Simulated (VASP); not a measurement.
Wanted: the native input for a VASP 6.6.1 run.

* Task: single point
* Functional: PBEsol
* Potentials or basis: VASP PAW PBE potentials, release 64 (Si, Ni)
* Cutoff: 520 eV
* k mesh: 9 × 9 × 11
* Occupations: gaussian, width 0.1 eV
* Spin: no spin polarisation
* Dipole correction: no
* Further INCAR settings: ALGO = Normal; EDIFF = 1e-06; NBANDS = 16; ISYM = 0

The structure of Si2Ni lies in POSCAR:

```
Si2Ni
1.0
    3.8123023599      0.0000000000      0.0000000000
   -1.9061511800      3.3015506906      0.0000000000
    1.9061511800      1.1005168969      3.1127318423
Si Ni
2 1
Direct
    0.5000000000      0.7500000000      0.7500000000
    0.5000000000      0.2500000000      0.2500000000
    0.0000000000      0.0000000000      0.0000000000
```

These files were run (other wordings do the same):

INCAR

```
PREC     = Accurate       # precision mode
ENCUT    = 520            # plane-wave cutoff, eV
EDIFF    = 1E-6           # SCF threshold, eV
ISMEAR   = 0              # smearing method
SIGMA    = 0.1            # smearing width, eV
LREAL    = False          # projectors in reciprocal space
LASPH    = True           # aspherical terms in the spheres
NELM     = 80             # most SCF steps
ALGO     = Normal         # electronic algorithm
ISIF     = 2              # what is computed and relaxed
LWAVE    = False          # write WAVECAR
LCHARG   = False          # write CHGCAR
GGA      = PS             # functional
NBANDS   = 16             # bands
ISYM     = 0
```

KPOINTS

```
Automatic mesh
0
Gamma
  9 9 11
```

Potentials or basis: VASP PAW PBE potentials, release 64 (Si, Ni).

The run is started by

```console
$ cat potpaw_PBE.64/Si/POTCAR potpaw_PBE.64/Ni/POTCAR > POTCAR
$ mpirun -np 1 vasp_std > vasp.out
```

Results of the run:

The pressure is 0.1 GPa and the band gap on the k mesh is zero (bands 9 and 10 overlap by 2.13 eV).

Caveat: the PAW data sets were made with another functional, which shifts forces and pressure a little.

It took 5.9 min on 1 thread of Intel Xeon 8259CL, with other jobs on the host, peak memory 0.38 GiB.
